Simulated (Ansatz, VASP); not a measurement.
## Pb: VASP beside Ansatz

The input INCAR:

```
SYSTEM = Pb
PREC = Accurate
ENCUT = 520
EDIFF = 1E-6
ISMEAR = -1
SIGMA = 0.1
LREAL = .False.
LASPH = .True.
NELM = 100
ALGO = Normal
ISIF = 2
LWAVE = .False.
LCHARG = .False.
GGA = B5
ALDAX = 1.0
AGGAX = 1.0
AGGAC = 1.0
ALDAC = 0.0
NBANDS = 13
```

The input KPOINTS:

```
Automatic mesh
0
Gamma
  15 15 15
  0 0 0
```

Contents of POSCAR:

```
Pb
1.0
    3.2995498802      0.0000000000      0.0000000000
    0.0000000000      3.2995498802      0.0000000000
    0.0000000000      0.0000000000      3.2995498802
Pb
1
Direct
    0.0000000000      0.0000000000      0.0000000000
```

Input for Ansatz:

```yaml
crystal:
  lattice:
    - [3.2995498802, 0.0, 0.0]
    - [0.0, 3.2995498802, 0.0]
    - [0.0, 0.0, 3.2995498802]
  atoms:
    - { symbol: Pb, position: [0.0, 0.0, 0.0] }
hamiltonian:
  xc: blyp
  pseudopotentials:
    kind: paw
    azcp:
      Pb: "pseudopotentials/Pb.paw.azcp"
basis:
  ecutwfc: 420
  fft_grid_basis: typed
kpoints:
  mp_grid: { grid: [15, 15, 15], shift: [0, 0, 0] }
magnetization:
  spin_polarized: false
scf:
  occupations: { method: fermi_dirac, width: 0.1 }
output:
  stress: true
```

Alike in both runs: task single point; functional BLYP; k mesh 15 × 15 × 15; occupations fermi-dirac, width 0.1 eV; no spin polarisation.

```csv
,VASP,Ansatz
version,VASP 6.6.1,Ansatz 0.2.0
potentials or method,"VASP PAW PBE potentials, release 64 (Pb_d), cutoff 520 eV","plane waves (420 eV) with PAW, scalar-relativistic"
valence electrons in the cell,14,14
```

Ansatz gave:

| Property | Result |
| --- | --- |
| pressure (GPa) | 1.3 |

Task: Estimate VASP's values.

Result: Pressure (GPa): 1.4.

VASP's potentials were made for PBE, not for BLYP.

Spin-orbit coupling is off throughout.
